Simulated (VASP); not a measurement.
The system is IrRh3.

```
Ir Rh
1.0
     3.81706    0.00000    0.00000
     0.00000    3.81706    0.00000
     0.00000    0.00000    3.81706
Ir Rh
1 3
Direct
  0.00000 0.00000 0.00000
  0.00000 0.50000 0.50000
  0.50000 0.00000 0.50000
  0.50000 0.50000 0.00000
```

```yaml
Program: VASP 6.6.1
Task: relaxation of volume and atoms at fixed shape
Functional: LDA
Potentials_or_basis: VASP PAW LDA potentials, release 64 (Ir, Rh_pv)
Cutoff: 600 eV
k_mesh: 11 × 11 × 11
Occupations: fermi-dirac, width 0.1 eV
Spin: no spin polarisation
```

At the start: pressure -10.6 GPa; volume 13.90 Å³/atom.

Q: How do energy, volume and symmetry change on relaxing?

A: Over 4 steps the energy falls by 16.2 meV/atom and the volume is 13.44 Å³/atom (-3.4 %); space group Pm-3m (No. 221, to 0.1 Å) before and after.

Step by step:
| step | energy change (eV) | largest force (eV/Å) | pressure (GPa) | volume (Å³) |
| --- | --- | --- | --- | --- |
| 1 | 0.0000 | 0.0000 | -10.64 | 55.61 |
| 2 | 0.5928 | 0.0000 | 44.68 | 48.51 |
| 3 | -0.0645 | 0.0000 | -0.50 | 53.81 |
| 4 | -0.0646 | 0.0000 | -0.10 | 53.74 |

Final structure:
```
CELL_PARAMETERS angstrom
3.77380 0.00000 0.00000
0.00000 3.77380 0.00000
0.00000 0.00000 3.77380
ATOMIC_POSITIONS crystal
Ir 0.00000 0.00000 0.00000
Rh 0.00000 0.50000 0.50000
Rh 0.50000 0.00000 0.50000
Rh 0.50000 0.50000 0.00000
```
